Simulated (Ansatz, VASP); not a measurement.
# Ge3N4 in VASP and in Ansatz

```
Ge N
1.0
     8.12927    0.00000    0.00000
    -4.06463    7.04015    0.00000
     0.00000    0.00000    3.11426
Ge N
6 8
Direct
  0.82907 0.23531 0.75000
  0.59376 0.82907 0.25000
  0.23531 0.40624 0.25000
  0.76469 0.59376 0.75000
  0.40624 0.17093 0.75000
  0.17093 0.76469 0.25000
  0.66667 0.33333 0.75000
  0.33333 0.66667 0.25000
  0.66953 0.97250 0.75000
  0.69703 0.66953 0.25000
  0.97250 0.30297 0.25000
  0.02750 0.69703 0.75000
  0.33047 0.02750 0.25000
  0.30297 0.33047 0.75000
```

Alike in both runs: functional PBE; k mesh 6 × 6 × 8; occupations gaussian, width 0.02 eV; no spin polarisation.

Ansatz relaxed the structure, and its values are those at the end. VASP's run is a single point on that final structure, the one shown.

```csv
,VASP,Ansatz
version,VASP 6.6.1,Ansatz 0.2.0
potentials or method,"VASP PAW PBE potentials, release 64 (Ge_d, N), cutoff 600 eV","scalar-relativistic, plane waves, PAW"
valence electrons in the cell,124,124
```

VASP gave:

| Quantity | Value |
| --- | --- |
| gap on the k mesh at the Fermi level (eV) | 1.83 |
| least direct gap on the mesh (eV) | 1.83 |
| pressure (GPa) | -0.6 |
| rms of the force components (eV/Å) | 0.004 |

Task: Which values does Ansatz return?

Result: gap on the k mesh at the Fermi level (eV): 1.82; least direct gap on the mesh (eV): 1.82; pressure (GPa): 0.0; rms of the force components (eV/Å): 0.002.
